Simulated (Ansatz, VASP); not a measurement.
# GeH4 in VASP and in Ansatz

INCAR

```
  ALGO = Normal
  EDIFF = 1E-6
  ENCUT = 410
  GGA = PE
  GGA_COMPAT = False
  ISIF = 2
  ISMEAR = 0
  IVDW = 13
  LASPH = True
  LCHARG = False
  LREAL = False
  LWAVE = False
  NBANDS = 17
  NELM = 120
  NELMDL = -8
  PREC = Accurate
  SIGMA = 0.005
```

The input KPOINTS:

```
k-points
0
Gamma
  1 1 1
```

POSCAR

```
GeH4
1.0
   12.8008860920      0.0000000000      0.0000000000
    0.0000000000     13.3008860920      0.0000000000
    0.0000000000      0.0000000000     13.8008860920
Ge H
1 4
Direct
    0.5028834600      0.5048254300      0.5007971300
    0.4043882200      0.4687416400      0.4477781800
    0.4778818700      0.5208524400      0.6084536300
    0.5892351000      0.4254650000      0.4907398800
    0.5399697300      0.6042839600      0.4561361000
```

Input for Ansatz:

```yaml
crystal:
  lattice:
    - [12.800886092, 0.0, 0.0]
    - [0.0, 13.300886092, 0.0]
    - [0.0, 0.0, 13.800886092]
  atoms:
    - { symbol: Ge, position: [0.50288346, 0.50482543, 0.50079713] }
    - { symbol: H, position: [0.40438822, 0.46874164, 0.44777818] }
    - { symbol: H, position: [0.47788187, 0.52085244, 0.60845363] }
    - { symbol: H, position: [0.5892351, 0.425465, 0.49073988] }
    - { symbol: H, position: [0.53996973, 0.60428396, 0.4561361] }
hamiltonian:
  xc: pbe
  dispersion: d4
kpoints:
  mp_grid: { grid: [1, 1, 1] }
scf:
  occupations: { method: gaussian, width: 0.005 }
  max_iter: 140
  lower_state_search: "off"
output:
  forces: true
```

Alike in both runs: task single point; functional PBE; dispersion D4; k mesh 1 × 1 × 1; occupations gaussian, width 0.005 eV; no spin polarisation.

```csv
,VASP,Ansatz
version,VASP 6.6.1,Ansatz 0.2.0
potentials or method,"VASP PAW PBE potentials, release 64 (Ge_d, H)","scalar-relativistic, plane waves, PAW"
plane-wave cutoff (eV),410,420
valence electrons in the cell,18,18
```

Ansatz gave:

* rms of the force components (eV/Å): 0.002

**Question.** What did VASP give for the same quantities?

**Answer.** rms of the force components (eV/Å): 0.012.

Atom by atom the forces differ by 0.014 eV/Å (rms over components).
